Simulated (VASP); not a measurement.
NiSb: single point with PBE

The system is NiSb.

```
CELL_PARAMETERS angstrom
3.92800 0.00000 0.00000
-1.96400 3.40175 0.00000
0.00000 0.00000 5.12000
ATOMIC_POSITIONS crystal
Sb 0.66667 0.33333 0.75000
Sb 0.33333 0.66667 0.25000
Ni 0.00000 0.00000 0.50000
Ni 0.00000 0.00000 0.00000
```

```json
{
 "Program": "VASP 6.6.1",
 "Task": "single point",
 "Functional": "PBE",
 "Potentials or basis": "VASP PAW PBE potentials, release 64 (Sb, Ni)",
 "Cutoff": "520 eV",
 "k mesh": "8 × 8 × 5",
 "Occupations": "fermi-dirac, width 0.05 eV",
 "Spin": "collinear spin, ferrimagnetic start",
 "Starting moments": "[0.0, 0.0, 0.82, -0.27] μB",
 "Dipole correction": "no",
 "Further INCAR settings": "ALGO = Normal; EDIFF = 1e-06; NBANDS = 27"
}
```

| Item | Value |
| --- | --- |
| Pressure | 3.6 GPa |
| Band gap on the k mesh | zero (filled and empty bands overlap) |
| Net moment | 0.00 μB per cell |
| Valence electrons inside the program's atomic spheres | Sb 2.43; Ni 9.40 |

Stress tensor (GPa, compression positive):
```
3.76 0.00 0.00
0.00 3.76 0.00
0.00 0.00 3.27
```

Levels at points of the mesh, in eV from the Fermi level:
Spin up:
```tsv
k point	band 12	band 13	band 14	band 15	band 16	band 17	band 18	band 19
(0.00, 0.00, 0.00)	-1.32	-0.01	0.63	0.63	2.52	2.52	3.18	4.09
(0.50, 0.00, 0.00)	-1.85	-1.58	-1.38	-1.31	-0.33	1.17	3.47	4.03
```
Spin down:
```csv
k point,band 12,band 13,band 14,band 15,band 16,band 17,band 18,band 19
"(0.00, 0.00, 0.00)",-1.32,-0.01,0.63,0.63,2.52,2.52,3.18,4.09
"(0.50, 0.00, 0.00)",-1.85,-1.58,-1.38,-1.31,-0.33,1.17,3.47,4.03
```

Wall time 3.8 min on 1 thread of Oxide Virtual Turin-like Processor (shared host), peak memory 0.24 GiB.

Caveat: the cell stands under pressure; the moments typed at the start vanished in this run; spin-orbit coupling is left out, which moves the levels of the heavy elements.
